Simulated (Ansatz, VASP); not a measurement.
## Zn: VASP beside Ansatz

```
Zn
1.0
     0.00000    1.91922    1.91922
     1.91922    0.00000    1.91922
     1.91922    1.91922    0.00000
Zn
1
Direct
  0.00000 0.00000 0.00000
```

Alike in both runs: functional PBEsol; k mesh 18 × 18 × 18; occupations gaussian, width 0.1 eV; no spin polarisation.

Ansatz relaxed the structure, and its values are those at the end. VASP's run is a single point on that final structure, the one shown.

```csv
,VASP,Ansatz
version,VASP 6.6.1,Ansatz 0.2.0
potentials or method,"VASP PAW PBE potentials, release 64 (Zn), cutoff 520 eV","scalar-relativistic, plane waves, PAW"
valence electrons in the cell,12,12
```

Ansatz gave:

- gap on the k mesh at the Fermi level (eV): none
- pressure (GPa): 0.0

Estimate VASP's values.

gap on the k mesh at the Fermi level (eV): none; pressure (GPa): 0.4.

VASP's potentials were made for PBE, not for PBEsol. A gap of «none» marks a metal or a gap that the smearing closes.
